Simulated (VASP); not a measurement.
SiNi: single point with RPBE

Crystal: SiNi.

```
Ni Si
1.0
     2.88270    0.00000    0.00000
     0.00000    3.21336    0.00000
     0.00000    0.00000    4.58196
Ni Si
2 2
Direct
  0.50000 0.50000 0.34250
  0.00000 0.00000 0.65750
  0.50000 0.50000 0.84314
  0.00000 0.00000 0.15686
```

| Property | Result |
| --- | --- |
| Program | VASP 6.6.1 |
| Task | single point |
| Functional | RPBE |
| Potentials or basis | VASP PAW PBE potentials, release 64 (Ni, Si) |
| Cutoff | 520 eV |
| k mesh | 9 × 8 × 6 |
| Occupations | fermi-dirac, width 0.05 eV |
| Spin | collinear spin, ferromagnetic start |
| Starting moments | [1.0, 1.0, 0.0, 0.0] μB |
| Dipole correction | no |
| Further INCAR settings | ALGO = Normal; EDIFF = 1e-06; NBANDS = 26 |

| Quantity | Value |
| --- | --- |
| Pressure | 25.8 GPa |
| Largest force | 0.274 eV/Å |
| Band gap on the k mesh | zero (filled and empty bands overlap) |
| Net moment | 0.00 μB per cell |
| Valence electrons inside the program's atomic spheres | Ni 9.72; Si 1.67 |

Forces on the atoms (eV/Å):
```
Ni   0.000  0.000  0.274
Ni   0.000  0.000 -0.274
Si   0.000  0.000  0.257
Si   0.000  0.000 -0.257
```

Stress tensor (GPa, compression positive):
```
22.90  0.00  0.00
 0.00 25.35  0.00
 0.00  0.00 29.12
```

Levels at points of the mesh, in eV from the Fermi level:
Spin up:
| k point | band 11 | band 12 | band 13 | band 14 | band 15 | band 16 | band 17 | band 18 |
| --- | --- | --- | --- | --- | --- | --- | --- | --- |
| (0.00, 0.00, 0.00) | -2.55 | -2.22 | -2.20 | -1.47 | 1.32 | 2.95 | 5.50 | 5.80 |
| (0.00, 0.50, 0.00) | -2.47 | -2.47 | -2.41 | -2.41 | 1.31 | 1.31 | 5.26 | 5.26 |
| (0.00, 0.00, 0.50) | -2.96 | -2.27 | 1.16 | 1.64 | 1.99 | 2.65 | 3.10 | 3.86 |
| (0.00, 0.50, 0.50) | -2.25 | -2.25 | -2.23 | -2.23 | 5.44 | 5.44 | 5.69 | 5.69 |
Spin down:
```csv
k point,band 10,band 11,band 12,band 13,band 14,band 15,band 16,band 17,band 18,band 19
"(0.00, 0.00, 0.00)",-2.95,-2.55,-2.22,-2.20,-1.47,1.32,2.95,5.50,5.80,7.76
"(0.00, 0.50, 0.00)",-3.04,-2.47,-2.47,-2.41,-2.41,1.31,1.31,5.26,5.26,8.16
"(0.00, 0.00, 0.50)",-3.02,-2.96,-2.27,1.16,1.64,1.99,2.65,3.10,3.86,4.74
"(0.00, 0.50, 0.50)",-2.81,-2.25,-2.25,-2.23,-2.23,5.44,5.44,5.69,5.69,7.39
```

It took 110 s on 1 thread of AMD EPYC 9R45 96-Core Processor (Zen 5), on a shared host, peak memory 0.25 GiB.

Caveat: the stress differs along the axes, from 23 to 29 GPa; the moments typed at the start vanished in this run; the PAW data sets were made with another functional, which shifts forces and pressure a little.
